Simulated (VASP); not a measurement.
Ir: single point with PBEsol

Ir:

```
Ir
1.0
     2.69521    0.00000    0.00000
    -1.34761    2.33412    0.00000
     0.00000    0.00000    4.37120
Ir
2
Cartesian
  0.0000 1.5561 1.0928
  1.3476 0.7780 3.2784
```

This cell differs from its parent crystal: volume scaled by 0.94.

| Property | Result |
| --- | --- |
| Program | VASP 6.6.1 |
| Task | single point |
| Functional | PBEsol |
| Potentials or basis | VASP PAW PBE potentials, release 64 (Ir) |
| Cutoff | 520 eV |
| k mesh | 11 × 11 × 6 |
| Occupations | fermi-dirac, width 0.05 eV |
| Spin | no spin polarisation |

```json
{"Pressure": "12.1 GPa", "Band gap on the k mesh": "zero (band 9 reaches 11.91 eV, above the bottom of band 10 at 8.48 eV)"}
```

Stress tensor (GPa, compression positive):
```
12.03  0.00  0.00
 0.00 12.03  0.00
 0.00  0.00 12.18
```

Levels at points of the mesh, in eV from the Fermi level:
```csv
k point,band 5,band 6,band 7,band 8,band 9,band 10,band 11,band 12,band 13,band 14
"(0.00, 0.00, 0.00)",-4.03,-3.33,-3.33,-2.49,-2.49,-0.95,0.30,0.30,7.34,14.19
"(0.00, 0.00, 0.50)",-4.16,-4.16,-4.16,-4.16,-0.48,-0.48,-0.48,-0.48,13.64,13.64
```

Run time: 13 s on 1 thread of AMD EPYC 9R45 96-Core Processor (Zen 5) (shared host), peak memory 0.13 GiB.

Caveat: the PAW data sets were made with another functional, which shifts forces and pressure a little; spin-orbit coupling is left out, which moves the levels of the heavy elements.
